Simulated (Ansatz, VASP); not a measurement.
One calculation of Pd3PbC, two programs

```
Pd Pb C
1.0
     4.32631    0.00000    0.00000
     0.00000    4.32631    0.00000
     0.00000    0.00000    4.32631
Pd Pb C
3 1 1
Direct
  0.00000 0.50000 0.50000
  0.50000 0.50000 0.00000
  0.50000 0.00000 0.50000
  0.00000 0.00000 0.00000
  0.50000 0.50000 0.50000
```

Alike in both runs: functional RPBE; k mesh 6 × 6 × 6; no spin polarisation.

Ansatz relaxed the structure, and its values are those at the end. VASP's run is a single point on that final structure, the one shown.

```csv
,VASP,Ansatz
version,VASP 6.6.1,Ansatz 0.2.0
potentials or method,"VASP PAW PBE potentials, release 64 (Pd, Pb_d, C), cutoff 520 eV","plane waves, PAW"
occupations,"fermi-dirac, width 0.1 eV",fermi-dirac
valence electrons in the cell,48,72
```

|  | VASP | Ansatz | Ansatz less VASP |
| --- | --- | --- | --- |
| pressure (GPa) | 0.0 | 0.0 | -0.01 |

VASP's potentials were made for PBE, not for RPBE. VASP's potentials hold 48 valence electrons a cell and Ansatz's 72, so a difference there can come from the potentials and not from the codes.

Spin-orbit coupling is off throughout.
